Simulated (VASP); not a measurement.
Here is a VASP 6.6.1 calculation.

The input INCAR:

```
PREC     = Accurate       # precision mode
ENCUT    = 600            # plane-wave cutoff, eV
EDIFF    = 1E-6           # SCF threshold, eV
ISMEAR   = -1             # smearing method
SIGMA    = 0.1            # smearing width, eV
LREAL    = False          # projectors in reciprocal space
LASPH    = True           # aspherical terms in the spheres
NELM     = 100            # most SCF steps
ALGO     = Normal         # electronic algorithm
ISIF     = 3              # what is computed and relaxed
LWAVE    = False          # write WAVECAR
LCHARG   = False          # write CHGCAR
GGA      = PE             # functional
IBRION   = 2              # ionic algorithm
NSW      = 60             # ionic steps
EDIFFG   = -0.005         # ionic threshold
PSTRESS  = 62.0
```

Contents of KPOINTS:

```
regular mesh
0
Gamma
  12 12 12
```

POSCAR

```
Rb
1.0
   -2.2583336223      2.2583336223      2.2583336223
    2.2583336223     -2.2583336223      2.2583336223
    2.2583336223      2.2583336223     -2.2583336223
Rb
1
Direct
    0.0000000000      0.0000000000      0.0000000000
```

Potentials or basis: VASP PAW PBE potentials, release 64 (Rb_sv).

Run with:

```sh
$ cat potpaw_PBE.64/Rb_sv/POTCAR > POTCAR
$ mpirun -np 1 vasp_std > vasp.out
```

Predict the band gap on the k mesh.

zero (an odd number of electrons rules out a gap without spin polarisation).

What does it give for the relaxed cell?

a = 3.922 Å, b = 3.922 Å, c = 3.922 Å, α = 109.47°, β = 109.47°, γ = 109.47°.

What does it give for the space group after relaxing (to 0.1 Å)?

Im-3m (No. 229).

Estimate the relaxed volume.

46.43 Å³/atom.

Step by step:
```
step  energy change (eV)  largest force (eV/Å)  pressure (GPa)  volume (Å³)
   1              0.0000                0.0000            6.36        46.07
   2             -0.0118                0.0000            6.23        46.37
   3             -0.0143                0.0000            6.20        46.43
```

Caveat: the cell is relaxed towards a set pressure, so the run minimises the enthalpy, not the energy.
